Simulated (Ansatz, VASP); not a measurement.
## One calculation of Cu, two programs

```
Cu
1.0
     0.00000    1.81336    1.81336
     1.81336    0.00000    1.81336
     1.81336    1.81336    0.00000
Cu
1
Cartesian
  0.0000 0.0000 0.0000
```

Alike in both runs: functional PBE; k mesh 10 × 10 × 10; occupations gaussian, width 0.1 eV; no spin polarisation.

Ansatz relaxed the structure, and its values are those at the end. VASP's run is a single point on that final structure, the one shown.

```csv
,VASP,Ansatz
version,VASP 6.6.1,Ansatz 0.2.0
potentials or method,"VASP PAW PBE potentials, release 64 (Cu), cutoff 600 eV","scalar-relativistic, plane waves, PAW"
valence electrons in the cell,11,19
```

|  | VASP | Ansatz | Ansatz less VASP |
| --- | --- | --- | --- |
| gap on the k mesh at the Fermi level (eV) | none | none | - |
| pressure (GPa) | 1.2 | 0.3 | -0.86 |

A gap of «none» marks a metal or a gap that the smearing closes. With one functional, cell and mesh, what is left measures potentials, basis and numerics. VASP's potentials hold 11 valence electrons a cell and Ansatz's 19, so a difference there can come from the potentials and not from the codes.
